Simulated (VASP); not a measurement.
## Re: single point with r2SCAN

The system is Re.

```
Re
1.0
     0.00000    2.00462    1.97500
     1.97500    0.00000    1.97500
     1.97500    2.00462    0.00000
Re
1
Direct
  0.00000 0.00000 0.00000
```

This cell differs from its parent crystal: strain +0.0150 x Voigt [0, 1, 0, 0, 0, 0].

```yaml
Program: VASP 6.6.1
Task: single point
Functional: r2SCAN
Potentials_or_basis: VASP PAW PBE potentials, release 64 (Re)
Cutoff: 520 eV
k_mesh: 20 × 20 × 20
Occupations: gaussian, width 0.15 eV
Spin: no spin polarisation
```

```
Pressure               : -20.3 GPa
Band gap on the k mesh : zero (an odd number of electrons rules out a gap without spin polarisation)
```

Stress tensor (GPa, compression positive):
```
-18.98   0.00   0.00
  0.00 -22.85   0.00
  0.00   0.00 -18.98
```

Levels at points of the mesh, in eV from the Fermi level:
| k point | band 1 | band 2 | band 3 | band 4 | band 5 | band 6 | band 7 |
| --- | --- | --- | --- | --- | --- | --- | --- |
| (0.00, 0.00, 0.00) | -10.24 | -2.03 | -1.81 | -1.81 | 1.08 | 1.37 | 14.43 |
| (0.50, 0.00, 0.00) | -6.80 | -2.14 | -1.91 | -0.02 | 3.51 | 3.62 | 9.55 |
| (0.50, 0.50, 0.00) | -6.60 | -5.82 | 2.64 | 3.56 | 4.11 | 4.32 | 12.17 |
| (0.50, 0.00, 0.50) | -6.62 | -5.81 | 2.32 | 3.59 | 4.21 | 4.21 | 12.37 |

Wall time 9.8 min on 1 thread of Oxide Virtual Turin-like Processor, with other jobs on the host, peak memory 0.2 GiB.

Caveat: the cell differs from its parent crystal (strain +0.0150 x Voigt [0, 1, 0, 0, 0, 0]); the cell stands under tension; the PAW data sets were made with another functional, which shifts forces and pressure a little; spin-orbit coupling is left out, which moves the levels of the heavy elements.
